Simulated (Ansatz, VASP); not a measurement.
**PbS: VASP beside Ansatz**

```
Pb S
1.0
     0.00000    2.92053    2.96500
     2.96500    0.00000    2.96500
     2.96500    2.92053    0.00000
Pb S
1 1
Direct
  0.00000 0.00000 0.00000
  0.50000 0.50000 0.50000
```

Change from the starting cell: strain -0.0150 x Voigt [0, 1, 0, 0, 0, 0], atoms carried along.

Alike in both runs: task single point; functional PBE; dispersion D3(BJ); k mesh 10 × 10 × 10; occupations gaussian, width 0.03 eV; no spin polarisation.

|  | VASP | Ansatz |
| --- | --- | --- |
| version | VASP 6.6.1 | Ansatz 0.2.0 |
| potentials or method | VASP PAW PBE potentials, release 64 (Pb_d, S), cutoff 520 eV | scalar-relativistic, plane waves, PAW |
| valence electrons in the cell | 20 | 20 |

VASP gave:

- gap on the k mesh at the Fermi level (eV): 0.30
- least direct gap on the mesh (eV): 0.30
- pressure (GPa): 1.0
- traceless stress, the component that is largest in VASP (GPa): 1.46

Task: What did Ansatz give for the same quantities?

Result: gap on the k mesh at the Fermi level (eV): 0.29; least direct gap on the mesh (eV): 0.29; pressure (GPa): 1.1; traceless stress, the component that is largest in VASP (GPa): 1.46.

Spin-orbit coupling is off throughout.
